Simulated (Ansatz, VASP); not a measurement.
One calculation of MgO, two programs

File INCAR:

```
PREC     = Accurate       # precision mode
ENCUT    = 520            # plane-wave cutoff, eV
EDIFF    = 1E-6           # SCF threshold, eV
ISMEAR   = 1              # smearing method
SIGMA    = 0.2            # smearing width, eV
LREAL    = False          # projectors in reciprocal space
LASPH    = True           # aspherical terms in the spheres
NELM     = 60             # most SCF steps
ALGO     = Normal         # electronic algorithm
ISIF     = 2              # what is computed and relaxed
LWAVE    = False          # write WAVECAR
LCHARG   = True           # write CHGCAR
LDIPOL   = True         
IDIPOL   = 3            
DIPOL    = 0.5 0.5 0.500
GGA      = PE             # functional
LELF     = True           # ELF
LVHAR    = True         
LVACPOTAV= True         
NBANDS   = 36             # bands
```

File KPOINTS:

```
regular mesh
0
Gamma
  9 9 1
```

The input POSCAR:

```
MgO
1.0
    3.0079232189      0.0000000000      0.0000000000
    0.0000000000      3.0079232189      0.0000000000
    0.0000000000      0.0000000000     25.6346145270
Mg O
6 6
Direct
    0.5000000000      0.5000000000      0.2925731531
    0.0000000000      0.0000000000      0.3755438918
    0.5000000000      0.5000000000      0.4585146306
    0.0000000000      0.0000000000      0.5414853694
    0.5000000000      0.5000000000      0.6244561082
    0.0000000000      0.0000000000      0.7074268469
    0.0000000000      0.0000000000      0.2925731531
    0.5000000000      0.5000000000      0.3755438918
    0.0000000000      0.0000000000      0.4585146306
    0.5000000000      0.5000000000      0.5414853694
    0.0000000000      0.0000000000      0.6244561082
    0.5000000000      0.5000000000      0.7074268469
```

Input for Ansatz:

```yaml
crystal:
  lattice:
    - [3.0079232189, 0.0, 0.0]
    - [0.0, 3.0079232189, 0.0]
    - [0.0, 0.0, 25.634614527]
  atoms:
    - { symbol: Mg, position: [0.5, 0.5, 0.2925731531] }
    - { symbol: O, position: [0.0, 0.0, 0.2925731531] }
    - { symbol: Mg, position: [0.0, 0.0, 0.3755438918] }
    - { symbol: O, position: [0.5, 0.5, 0.3755438918] }
    - { symbol: Mg, position: [0.5, 0.5, 0.4585146306] }
    - { symbol: O, position: [0.0, 0.0, 0.4585146306] }
    - { symbol: Mg, position: [0.0, 0.0, 0.5414853694] }
    - { symbol: O, position: [0.5, 0.5, 0.5414853694] }
    - { symbol: Mg, position: [0.5, 0.5, 0.6244561082] }
    - { symbol: O, position: [0.0, 0.0, 0.6244561082] }
    - { symbol: Mg, position: [0.0, 0.0, 0.7074268469] }
    - { symbol: O, position: [0.5, 0.5, 0.7074268469] }
basis:
  ecutwfc: 420
kpoints:
  mp_grid: { grid: [9, 9, 1] }
hamiltonian:
  xc: pbe
scf:
  occupations: { method: cold, width: 0.2 }
output:
  forces: true
  stress: true
  eigenvalues: true
efield:
  axis: 3
  dipole_correction: true
  ramp_width: 0.04
```

Alike in both runs: task single point; functional PBE; k mesh 9 × 9 × 1; no spin polarisation.

|  | VASP | Ansatz |
| --- | --- | --- |
| version | VASP 6.6.1 | Ansatz 0.2.0 |
| potentials or method | VASP PAW PBE potentials, release 64 (Mg, O), cutoff 520 eV | scalar-relativistic, plane waves, PAW |
| occupations | methfessel-paxton of order 1, width 0.2 eV | cold, width 0.2 eV |
| valence electrons in the cell | 48 | 96 |

VASP gave:

* gap on the k mesh at the Fermi level (eV): 3.32
* least direct gap on the mesh (eV): 3.32
* rms of the force components (eV/Å): 0.146

Problem. What did Ansatz give for the same quantities?

Solution. gap on the k mesh at the Fermi level (eV): 3.30; least direct gap on the mesh (eV): 3.30; rms of the force components (eV/Å): 0.146.

VASP's potentials hold 48 valence electrons a cell and Ansatz's 96, so a difference there can come from the potentials and not from the codes.
